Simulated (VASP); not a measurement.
# FeO (Wuestite) in VASP: settings compared

Aim: see how the results for FeO (Wuestite) move with the level of theory and the settings. Levels: PBEsol, revPBE, PBE. Tasks: single point.

Everything below comes from runs of VASP 6.6.1. Logs are shortened: lines on timing, memory, paths and dates and some standing lists are left out, and cuts for length are marked.

**Measured values to compare with.**

“W\"ustite: Electric, thermodynamic and optical properties of FeO”, 2012, arxiv:1203.1201 quotes, for a bulk crystal of FeO: band gap 2.4 eV (optical).

The runs below are set against these values where they give the same quantity.

## Step 1: The cell of the first run

Symmetry: I4/mmm, No. 139, tetragonal system. Conventional cell: a = 3.018 Å, b = 3.018 Å, c = 4.311 Å, α = 90.00°, β = 90.00°, γ = 90.00°. Within 2.8 Å of Fe (site symmetry 4/mmm) lie 6 O at 2.13 to 2.16 Å. Within 2.8 Å of O (site symmetry 4/mmm) lie 6 Fe at 2.13 to 2.16 Å.

## Step 2: Single point, PBEsol, collinear spin, ferromagnetic start

Contents of INCAR:

```
SYSTEM = FeO
PREC = Accurate
ENCUT = 600
EDIFF = 1E-6
ISMEAR = -1
SIGMA = 0.05
LREAL = .False.
LASPH = .True.
NELM = 200
ALGO = Normal
ISIF = 2
LWAVE = .False.
LCHARG = .False.
ISPIN = 2
MAGMOM = 3 0
LORBIT = 11
LMAXMIX = 4
GGA = PS
NBANDS = 22
GGA_COMPAT = .False.
```

Contents of KPOINTS:

```
regular mesh
0
Gamma
  9 9 9
  0 0 0
```

Contents of POSCAR:

```
FeO
1.0
    0.0000000000      2.1338460000      2.1554000000
    2.1338460000      0.0000000000      2.1554000000
    2.1338460000      2.1338460000      0.0000000000
Fe O
1 1
Direct
    0.0000000000      0.0000000000      0.0000000000
    0.5000000000      0.5000000000      0.5000000000
```

Potentials or basis: VASP PAW PBE potentials, release 64 (Fe_sv, O).

Started as:

```bash
> cat potpaw_PBE.64/Fe_sv/POTCAR potpaw_PBE.64/O/POTCAR > POTCAR
> mpirun -np 1 vasp_std > vasp.out
```

OUTCAR:

```text
SYSTEM = FeO
   PREC = Accurate
   ENCUT = 600
   EDIFF = 1E-6
   ISMEAR = -1
   LREAL = .False.
   LASPH = .True.
   NELM = 200
   ISIF = 2
   ISPIN = 2
   LORBIT = 11
   GGA = PS

 ion  position               nearest neighbor table
   1  0.000  0.000  0.000-   2 2.13   2 2.13   2 2.13   2 2.13   2 2.16   2 2.16
   2  0.500  0.500  0.500-   1 2.13   1 2.13   1 2.13   1 2.13   1 2.16   1 2.16

  LATTYP: Found a body centered tetragonal cell.
 ALAT       =     3.0177139532
 C/A-ratio  =     1.4284985479

  Lattice vectors:

 A1 = (  -2.1338460000,   0.0000000000,   2.1554000000)
 A2 = (   2.1338460000,   0.0000000000,   2.1554000000)
 A3 = (   0.0000000000,   2.1338460000,  -2.1554000000)

Analysis of symmetry for initial positions (statically):
=====================================================================
 Subroutine PRICEL returns:
 Original cell was already a primitive cell.

 Routine SETGRP: Setting up the symmetry group for a
 body centered tetragonal supercell.

 Subroutine GETGRP returns: Found 16 space group operations
 (whereof 16 operations were pure point group operations)
 out of a pool of 16 trial point group operations.

The static configuration has the point symmetry D_4h.

Analysis of symmetry for dynamics (positions and initial velocities):
=====================================================================
 Subroutine PRICEL returns:
 Original cell was already a primitive cell.

 Routine SETGRP: Setting up the symmetry group for a
 body centered tetragonal supercell.

 Subroutine GETGRP returns: Found 16 space group operations
 (whereof 16 operations were pure point group operations)
 out of a pool of 16 trial point group operations.

The dynamic configuration has the point symmetry D_4h.

Analysis of structural, dynamic, and magnetic symmetry:
=====================================================================
 Subroutine PRICEL returns:
 Original cell was already a primitive cell.

 Routine SETGRP: Setting up the symmetry group for a
 body centered tetragonal supercell.

 Subroutine GETGRP returns: Found 16 space group operations
 (whereof 16 operations were pure point group operations)
 out of a pool of 16 trial point group operations.

The overall configuration has the point symmetry D_4h.

 Subroutine INISYM returns: Found 16 space group operations
 (whereof 16 operations are pure point group operations),
 and found     1 'primitive' translations

----------------------------------------------------------------------------------------

                                     Primitive cell

  volume of cell :      19.6284

  direct lattice vectors                    reciprocal lattice vectors
     0.000000000  2.133846000  2.155400000    -0.234318690  0.234318690  0.231975503
     2.133846000  0.000000000  2.155400000     0.234318690 -0.234318690  0.231975503
     2.133846000  2.133846000  0.000000000     0.234318690  0.234318690 -0.231975503

  length of vectors
     3.032993226  3.032993226  3.017713953     0.404503562  0.404503562  0.404503562

  position of ions in fractional coordinates (direct lattice)
     0.000000000  0.000000000  0.000000000
     0.500000000  0.500000000  0.500000000

  ion indices of the primitive-cell ions
   primitive index   ion index
                 1           1
                 2           2

----------------------------------------------------------------------------------------

 KPOINTS: regular mesh

Automatic generation of k-mesh.
 Grid dimensions read from file:
 generate k-points for:    9    9    9

 Generating k-lattice:

  Cartesian coordinates                     Fractional coordinates (reciprocal lattice)
    -0.026035410  0.026035410  0.025775056     0.111111111 -0.000000000  0.000000000
     0.026035410 -0.026035410  0.025775056    -0.000000000  0.111111111  0.000000000
     0.026035410  0.026035410 -0.025775056     0.000000000  0.000000000  0.111111111

  Length of vectors
     0.044944840  0.044944840  0.044944840

  Shift w.r.t. Gamma in fractional coordinates (k-lattice)
     0.000000000  0.000000000  0.000000000

 Subroutine IBZKPT returns following result:
 ===========================================

 Found     75 irreducible k-points:

 Following reciprocal coordinates:
            Coordinates               Weight
  0.000000  0.000000  0.000000      1.000000
  0.111111 -0.000000  0.000000      8.000000
  0.222222 -0.000000  0.000000      8.000000
  0.333333 -0.000000  0.000000      8.000000
  0.444444 -0.000000  0.000000      8.000000
  0.111111  0.111111  0.000000      2.000000
[... 16 lines left out ...]
 -0.333333  0.333333  0.000000      4.000000
  0.444444  0.444444  0.000000      2.000000
 [... further k-points ...]
   k-points           NKPTS =     75   k-points in BZ     NKDIM =     75   number of bands    NBANDS=     22
   number of dos      NEDOS =    301   number of ions     NIONS =      2
   total plane-waves  NPLWV =  13824
   dimension x,y,z NGX =    24 NGY =   24 NGZ =   24
   dimension x,y,z NGXF=    48 NGYF=   48 NGZF=   48
   ions per type =               1   1
   NGX,Y,Z   is equivalent  to a cutoff of  13.15, 13.15, 13.22 a.u.
   NGXF,Y,Z  is equivalent  to a cutoff of  26.31, 26.31, 26.44 a.u.
 SYSTEM =  FeO
   PREC   = accura    normal or accurate (medium, high low for compatibility)
   ISTART =      0    job   : 0-new  1-cont  2-samecut
   ICHARG =      2    charge: 1-file 2-atom 10-const
   ISPIN  =      2    spin polarized calculation?
   LNONCOLLINEAR =      F non collinear calculations
   LSORBIT =      F    spin-orbit coupling
   LASPH  =      T    aspherical Exc in radial PAW
   ENCUT  =  600.0 eV  44.10 Ry    6.64 a.u.   6.06  6.06  6.03*2*pi/ulx,y,z
   NELM   =    200;   NELMIN=  2; NELMDL= -5     # of ELM steps
   EDIFF  = 0.1E-05   stopping-criterion for ELM
   LREAL  =      F    real-space projection
   EDIFFG = 0.1E-04   stopping-criterion for IOM
   NSW    =      0    number of steps for IOM
   IBRION =     -1    ionic relax: 0-MD 1-quasi-New 2-CG
   NFREE  =      0    steps in history (QN), initial steepest desc. (CG)
   ISIF   =      2    stress and relaxation
   ISYM   =      2    0-nonsym 1-usesym 2-fastsym
   POTIM  = 0.5000    time-step for ionic-motion
   TEBEG  =    0.0;   TEEND  =   0.0 temperature during run
   PSTRESS=    0.0 pullay stress
   NELECT =      22.0000    total number of electrons
   NUPDOWN=      -1.0000    fix difference up-down
   EMIN   =  10.00;   EMAX   =-10.00  energy-range for DOS
   EFERMI =   0.00;   METHOD = LEGACY
   ISMEAR =    -1;   SIGMA  =   0.05  broadening in eV -4-tet -1-fermi 0-gaus
   EFERMI_NEDOS =   21; number of points for ismear=-14 and -15
   IALGO  =     38    algorithm
   IMIX   =      4    mixing-type and parameters
     AMIX     =   0.40;   BMIX     =  1.00
     AMIX_MAG =   1.60;   BMIX_MAG =  1.00
  volume/ion in A,a.u.               =       9.81        66.23
  Fermi-wavevector in a.u.,A,eV,Ry     =   1.700543  3.213561 39.345978  2.891848
  Thomas-Fermi vector in A             =   2.780659
   LORBIT       =     11    0 simple, 1 ext, 2 COOP (PROOUT), +10 PAW based schemes
   GGA     = PS    functional components
   LHFCALC =     F    Hartree Fock is set to
   AEXX    =    0.0000 exact exchange contribution
   IVDW    =     0    specifies the selected vdW correction
   LEPSILON=     F    determine dielectric tensor
   LRPA    =     F    only Hartree local field effects (RPA)
 spin polarized calculation
  energy-cutoff  :      600.00
  volume of cell :       19.63
 maximum number of plane-waves:       666
   NGX = 13   NGY = 13   NGZ = 13

 number of electron      22.0000016 magnetization       4.0002228

 Free energy of the ion-electron system (eV)
  ---------------------------------------------------
  ext. energy  EPLUGINS =         0.00000000
  ---------------------------------------------------
  free energy    TOTEN  =       -15.96579442 eV

  energy without entropy =      -15.95575195  energy(sigma->0) =      -15.96077319

 E-fermi :   9.9301     XC(G=0): -12.8998

 val. band max:        9.9275403899   @ k =  -0.4444   0.2222   0.1111
 cond. band min:      10.0018967273   @ k =   0.0000   0.0000   0.0000
 fundamental gap:      0.0743563375
 Fermi energy:         9.9301436447

 spin component 1

 k-point     1 :       0.0000    0.0000    0.0000
  band No.  band energies     occupation
      1     -79.6429      1.00000
      2     -45.7944      1.00000
      3     -45.7932      1.00000
      4     -45.7932      1.00000
      5     -10.9573      1.00000
      6       5.9705      1.00000
[... 14 lines left out ...]
     21      30.9016      0.00000
     22      33.4913      0.00000

 k-point     2 :       0.1111   -0.0000    0.0000
  band No.  band energies     occupation
      1     -79.6422      1.00000
      2     -45.8012      1.00000
      3     -45.7949      1.00000
      4     -45.7939      1.00000
      5     -10.8291      1.00000
      6       4.8057      1.00000
[... 542 lines left out ...]
 k-point    24 :       0.4444    0.4444    0.0000
  band No.  band energies     occupation
      1     -79.6352      1.00000
      2     -45.8473      1.00000
      3     -45.8136      1.00000
      4     -45.8136      1.00000
      5      -9.7870      1.00000
      6       2.2257      1.00000
[... 14 lines left out ...]
     21      39.8504      0.00000
     22      39.8504      0.00000

 [... further k-points ...]

 spin component 2

 k-point     1 :       0.0000    0.0000    0.0000
  band No.  band energies     occupation
      1     -75.5309      1.00000
      2     -41.7768      1.00000
      3     -41.7683      1.00000
      4     -41.7683      1.00000
      5     -10.3960      1.00000
      6       6.5636      1.00000
[... 14 lines left out ...]
     21      32.4464      0.00000
     22      34.6776      0.00000

 k-point     2 :       0.1111   -0.0000    0.0000
  band No.  band energies     occupation
      1     -75.5301      1.00000
      2     -41.7826      1.00000
      3     -41.7729      1.00000
      4     -41.7691      1.00000
      5     -10.2657      1.00000
      6       5.6541      1.00000
[... 542 lines left out ...]
 k-point    24 :       0.4444    0.4444    0.0000
  band No.  band energies     occupation
      1     -75.5217      1.00000
      2     -41.8420      1.00000
      3     -41.7935      1.00000
      4     -41.7935      1.00000
      5      -9.1713      1.00000
      6       2.8022      1.00000
[... 14 lines left out ...]
     21      40.0863      0.00000
     22      40.0863      0.00000

 [... further k-points ...]
[... 5 lines left out ...]
  --------------------------------------------------------------------------------------
  -------------------------------------------------------------------------------------
  Total       -0.8342550     -0.8342550     -0.9883983      0.0000000      0.0000000      0.0000000
  in kB      -68.0965940    -68.0965940    -80.6786389      0.0000000      0.0000000      0.0000000
  external PRESSURE =     -72.2906090 kB  Pullay stress =       0.0000000 kB

 VOLUME and BASIS-vectors are now :
 -----------------------------------------------------------------------------
  energy-cutoff  :      600.00
  volume of cell :       19.63
      direct lattice vectors                 reciprocal lattice vectors
     0.000000000  2.133846000  2.155400000    -0.234318690  0.234318690  0.231975503
     2.133846000  0.000000000  2.155400000     0.234318690 -0.234318690  0.231975503
     2.133846000  2.133846000  0.000000000     0.234318690  0.234318690 -0.231975503

 POSITION                                       TOTAL-FORCE (eV/Angst)
 -----------------------------------------------------------------------------------
      0.00000      0.00000      0.00000         0.000000      0.000000     -0.000000
      2.13385      2.13385      2.15540         0.000000      0.000000      0.000000
 -----------------------------------------------------------------------------------
    total drift:                                0.000000     -0.000000     -0.000000

  FREE ENERGIE OF THE ION-ELECTRON SYSTEM (eV)
  ---------------------------------------------------
  free  energy   TOTEN  =       -15.9657944236 eV

  energy  without entropy=      -15.9557519518  energy(sigma->0) =      -15.96077319

 total charge

# of ion       s       p       d       tot
------------------------------------------
    1        2.106   5.998   5.509  13.614
    2        1.547   3.428   0.000   4.975
--------------------------------------------------
tot          3.653   9.427   5.509  18.589

 magnetization (x)

# of ion       s       p       d       tot
------------------------------------------
    1        0.015   0.010   3.439   3.465
    2        0.031   0.272   0.000   0.303
--------------------------------------------------
tot          0.046   0.282   3.439   3.768
```

Wall time 43 s (1 thread of Intel Xeon Platinum 8259CL at 2.50GHz (Skylake/Cascade Lake), shared host); peak memory 0.19 GiB.

Results:

| Item | Value |
| --- | --- |
| Free energy | -15.9658 eV |
| Pressure | -7.2 GPa |
| Band gap on the k mesh | zero (filled and empty bands overlap) |
| Net moment | 4.00 μB per cell |
| Site moments | Fe +3.46; O +0.30 μB |
| Valence electrons inside the program's atomic spheres | Fe 13.61; O 4.97 |

Caveat: the PAW data sets were made with another functional, which shifts forces and pressure a little; a cell with one magnetic atom can't hold antiferromagnetic order, which such compounds often take; semilocal functionals often make such compounds metallic where correlation or magnetic order opens a gap, which also shifts bond lengths. With open d or f shells a metallic result of PBEsol can be an artefact of self-interaction; +U or a hybrid may open a gap.

## Step 3: Single point, revPBE, collinear spin, ferromagnetic start

This run uses another cell than the first one, of 10.01 Å³/atom, 1.020 times its volume.

Contents of INCAR:

```
SYSTEM = FeO
ALGO = Normal
EDIFF = 1E-6
ENCUT = 600
GGA = RE
GGA_COMPAT = .False.
ISIF = 2
ISMEAR = -1
ISPIN = 2
LASPH = .True.
LCHARG = .True.
LELF = .True.
LMAXMIX = 4
LORBIT = 11
LREAL = .False.
LVHAR = .True.
LWAVE = .False.
MAGMOM = 3 0
NBANDS = 22
NELM = 200
PREC = Accurate
SIGMA = 0.05
```

Contents of KPOINTS:

```
k-points
0
Gamma
  11 11 11
  0 0 0
```

Contents of POSCAR:

```
FeO
1.0
    0.0000000000      2.1554000000      2.1554000000
    2.1554000000      0.0000000000      2.1554000000
    2.1554000000      2.1554000000      0.0000000000
Fe O
1 1
Direct
    0.0000000000      0.0000000000      0.0000000000
    0.5000000000      0.5000000000      0.5000000000
```

Potentials or basis: VASP PAW PBE potentials, release 64 (Fe_sv, O).

Started as:

```bash
> cat potpaw_PBE.64/Fe_sv/POTCAR potpaw_PBE.64/O/POTCAR > POTCAR
> mpirun -np 1 vasp_std > vasp.out
```

It took 18 s on 1 thread of Intel Xeon 6975P-C (Granite Rapids), shared host; peak memory 0.17 GiB.

Results (log left out):

* Free energy: -14.3414 eV
* Pressure: 1.4 GPa
* Band gap on the k mesh: zero (filled and empty bands overlap)
* Net moment: 4.00 μB per cell
* Site moments: Fe +3.48; O +0.29 μB
* Valence electrons inside the program's atomic spheres: Fe 13.62; O 5.00

Levels at points of the mesh, in eV from the Fermi level:
Spin up:
```
           k point  band 10  band 11  band 12  band 13  band 14  band 15  band 16  band 17
(0.00, 0.00, 0.00)    -3.91    -3.91    -3.74    -3.74     0.00    15.26    16.94    16.94
```
Spin down:
| k point | band 5 | band 6 | band 7 | band 8 | band 9 | band 10 | band 11 | band 12 | band 13 | band 14 |
| --- | --- | --- | --- | --- | --- | --- | --- | --- | --- | --- |
| (0.00, 0.00, 0.00) | -20.36 | -3.36 | -3.36 | -3.36 | -0.73 | -0.73 | -0.73 | 0.25 | 0.25 | 0.80 |

Caveat: the PAW data sets were made with another functional, which shifts forces and pressure a little; a cell with one magnetic atom can't hold antiferromagnetic order, which such compounds often take; semilocal functionals often make such compounds metallic where correlation or magnetic order opens a gap, which also shifts bond lengths.

## Step 4: Single point, PBE, collinear spin, ferromagnetic start

This run uses another cell than the first one, of 10.01 Å³/atom, 1.020 times its volume.

Contents of INCAR:

```
SYSTEM = FeO
PREC = Accurate
ENCUT = 600
EDIFF = 1E-6
ISMEAR = 0
SIGMA = 0.022
LREAL = .False.
LASPH = .True.
NELM = 200
ALGO = Normal
ISIF = 2
LWAVE = .False.
LCHARG = .True.
ISPIN = 2
MAGMOM = 3 0
LORBIT = 11
LMAXMIX = 4
GGA = PE
LELF = .True.
LVHAR = .True.
NBANDS = 22
GGA_COMPAT = .False.
```

Contents of KPOINTS:

```
Automatic mesh
0
Gamma
  11 11 11
  0 0 0
```

POSCAR is that of step 3.

Started as:

```bash
> cat potpaw_PBE.64/Fe_sv/POTCAR potpaw_PBE.64/O/POTCAR > POTCAR
> mpirun -np 1 vasp_std > vasp.out
```

It took 20 s on 1 thread of Intel Xeon 6975P-C (Granite Rapids), shared host; peak memory 0.17 GiB.

It converged, with:

- Free energy: -15.0331 eV
- Pressure: -2.6 GPa
- Band gap on the k mesh: zero (filled and empty bands overlap)
- Net moment: 4.00 μB per cell
- Site moments: Fe +3.48; O +0.30 μB
- Valence electrons inside the program's atomic spheres: Fe 13.61; O 4.99

Levels at points of the mesh, in eV from the Fermi level:
Spin up:
```
           k point  band 10  band 11  band 12  band 13  band 14  band 15  band 16  band 17
(0.00, 0.00, 0.00)    -3.88    -3.88    -3.68    -3.68     0.01    15.24    16.94    16.94
```
Spin down:
```tsv
k point	band 6	band 7	band 8	band 9	band 10	band 11	band 12	band 13
(0.00, 0.00, 0.00)	-3.33	-3.33	-3.33	-0.74	-0.74	-0.74	0.21	0.21
```

Caveat: a cell with one magnetic atom can't hold antiferromagnetic order, which such compounds often take; semilocal functionals often make such compounds metallic where correlation or magnetic order opens a gap, which also shifts bond lengths.

## Step 5: The runs side by side

```csv
level,cell,k mesh,smearing,gap on the mesh (eV),pressure (GPa),moment (μB)
PBEsol,"a = 3.033, b = 3.033, c = 3.018 Å, angles 60.2, 60.2, 59.7°, 2 atoms",9 × 9 × 9,fermi-dirac 0.05 eV,none,-7.2,4.00
revPBE,"a = 3.048 Å, angles 60.0°, 2 atoms",11 × 11 × 11,fermi-dirac 0.05 eV,none,1.4,4.00
PBE,"a = 3.048 Å, angles 60.0°, 2 atoms",11 × 11 × 11,gaussian 0.022 eV,none,-2.6,4.00
```

Alike in all rows: task single point; potentials or basis VASP PAW PBE potentials, release 64 (Fe_sv, O); spin collinear, ferromagnetic start; cutoff (eV) 600.

Caveats: a cell with one magnetic atom can't hold antiferromagnetic order, which such compounds often take; semilocal functionals often make such compounds metallic where correlation or magnetic order opens a gap, which also shifts bond lengths; the PAW data sets were made with another functional, which shifts forces and pressure a little (some runs).

Total energies depend on the potentials used, so only differences within one code and one set of settings carry meaning.

## Step 6: Against experiment

Step 3. Against the measured gap of FeO, 2.4 eV (optical; quoted in “W\"ustite: Electric, thermodynamic and optical properties of FeO”, 2012, arxiv:1203.1201), the calculated 0.00 eV is off by -2.40 eV. So large a miss can be the level of theory's own, or it may mean another phase, state or a wrong row. The value is that of revPBE on a finite k mesh, which can miss the band edges, without temperature or zero-point motion. Semilocal functionals fall short of measured gaps as a rule. The run's magnetic order (collinear spin, ferromagnetic start) needn't be the measured crystal's.

Step 4. A measured gap of FeO is 2.4 eV (optical; quoted in “W\"ustite: Electric, thermodynamic and optical properties of FeO”, 2012, arxiv:1203.1201); the calculated 0.00 eV misses it by -2.40 eV. So large a miss can be the level of theory's own, or it may mean another phase, state or a wrong row. The value is that of PBE on a finite k mesh, which can miss the band edges, without temperature or zero-point motion. Semilocal functionals fall short of measured gaps as a rule. The run's magnetic order (collinear spin, ferromagnetic start) needn't be the measured crystal's.
